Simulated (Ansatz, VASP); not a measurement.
# PbO2 in VASP and in Ansatz

```
CELL_PARAMETERS angstrom
0.00000 2.65838 2.65838
2.65838 0.00000 2.65838
2.65838 2.65838 0.00000
ATOMIC_POSITIONS crystal
Pb 0.00000 0.00000 0.00000
O 0.25000 0.25000 0.25000
O 0.75000 0.75000 0.75000
```

Alike in both runs: functional PBE; k mesh 9 × 9 × 9; occupations fermi-dirac, width 0.02 eV; no spin polarisation.

Ansatz relaxed the structure, and its values are those at the end. VASP's run is a single point on that final structure, the one shown.

|  | VASP | Ansatz |
| --- | --- | --- |
| version | VASP 6.6.1 | Ansatz 0.2.0 |
| potentials or method | VASP PAW PBE potentials, release 64 (Pb_d, O), cutoff 520 eV | all-electron LAPW, non-relativistic |

VASP gave:

- pressure (GPa): 8.2

Problem. Which values does Ansatz return?

Solution. Pressure (GPa): 0.0.

One of these differences is far larger than is usual between the two programs; its cause wasn't traced. Ansatz ran all-electron here, and VASP with PAW potentials.

Neither program's run includes spin-orbit coupling.
